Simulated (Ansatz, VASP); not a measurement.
Two plane-wave programs on Mo

INCAR

```
SYSTEM = Mo
PREC = Accurate
ENCUT = 520
EDIFF = 1E-6
ISMEAR = -1
SIGMA = 0.1
LREAL = .False.
LASPH = .True.
NELM = 100
ALGO = Normal
ISIF = 2
LWAVE = .False.
LCHARG = .False.
LDIPOL = .True.
IDIPOL = 3
DIPOL = 0.5 0.5 0.500
GGA = PE
NBANDS = 51
```

KPOINTS

```
Automatic mesh
0
Gamma
  13 13 1
  0 0 0
```

POSCAR

```
Mo
1.0
    2.7373676766      0.0000000000      0.0000000000
   -0.9124558922      2.5808149956      0.0000000000
    0.0000000000      0.0000000000     27.1753000000
Mo
6
Direct
    0.2500000000      0.2500000000      0.2943857705
    0.7500000000      0.7500000000      0.3766314623
    0.2500000000      0.2500000000      0.4588771541
    0.7500000000      0.7500000000      0.5411228459
    0.2500000000      0.2500000000      0.6233685377
    0.7500000000      0.7500000000      0.7056142295
```

Input for Ansatz:

```yaml
crystal:
  lattice:
    - [2.7373676766, 0.0, 0.0]
    - [-0.9124558922, 2.5808149956, 0.0]
    - [0.0, 0.0, 27.1753]
  atoms:
    - { symbol: Mo, position: [0.25, 0.25, 0.2943857705] }
    - { symbol: Mo, position: [0.75, 0.75, 0.3766314623] }
    - { symbol: Mo, position: [0.25, 0.25, 0.4588771541] }
    - { symbol: Mo, position: [0.75, 0.75, 0.5411228459] }
    - { symbol: Mo, position: [0.25, 0.25, 0.6233685377] }
    - { symbol: Mo, position: [0.75, 0.75, 0.7056142295] }
kpoints:
  mp_grid: { grid: [13, 13, 1] }
scf:
  occupations: { method: fermi_dirac, width: 0.1 }
hamiltonian:
  xc: pbe
  pseudopotentials: { kind: paw }
output:
  forces: true
  stress: true
  eigenvalues: true
  populations: true
efield:
  axis: 3
  amplitude: 0
  dipole_correction: true
```

Alike in both runs: task single point; functional PBE; k mesh 13 × 13 × 1; occupations fermi-dirac, width 0.1 eV; no spin polarisation.

|  | VASP | Ansatz |
| --- | --- | --- |
| version | VASP 6.6.1 | Ansatz 0.2.0 |
| potentials or method | VASP PAW PBE potentials, release 64 (Mo_sv) | PAW with Ansatz's default frozen-core files, scalar-relativistic |
| plane-wave cutoff (eV) | 520 | 420 |
| valence electrons in the cell | 84 | 84 |

```csv
,VASP,Ansatz,Ansatz less VASP
rms of the force components (eV/Å),0.294,0.298,+0.0040
```

Atom by atom the forces differ by 0.007 eV/Å (rms over components). The functional is the same, so the differences come from potentials, cutoffs and numerics.
